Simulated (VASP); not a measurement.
## TiC: single point with PBEsol

TiC:

```
CELL_PARAMETERS angstrom
0.00000 2.19422 2.19422
2.19422 0.00000 2.19422
2.19422 2.19422 0.00000
ATOMIC_POSITIONS crystal
Ti 0.00000 0.00000 0.00000
C 0.50000 0.50000 0.50000
```

```json
{"Program": "VASP 6.6.1", "Task": "single point", "Functional": "PBEsol", "Potentials or basis": "VASP PAW PBE potentials, release 64 (Ti_sv, C)", "Cutoff": "520 eV", "k mesh": "11 × 11 × 11", "Occupations": "fermi-dirac, width 0.05 eV", "Spin": "no spin polarisation", "Dipole correction": "no", "Further INCAR settings": "ALGO = Normal; EDIFF = 1e-07; NBANDS = 15"}
```

| Property | Result |
| --- | --- |
| Pressure | -15.1 GPa |
| Band gap on the k mesh | zero (bands 8 and 9 overlap by 1.05 eV) |

Levels at points of the mesh, in eV from the Fermi level:
```tsv
k point	band 5	band 6	band 7	band 8	band 9	band 10	band 11	band 12
(0.00, 0.00, 0.00)	-12.23	0.60	0.60	0.60	1.59	1.59	1.60	1.60
```

Wall time 44 s on 1 thread of AMD EPYC 7R13, with other jobs on the host, peak memory 0.12 GiB.

Caveat: the cell stands under tension; the PAW data sets were made with another functional, which shifts forces and pressure a little.
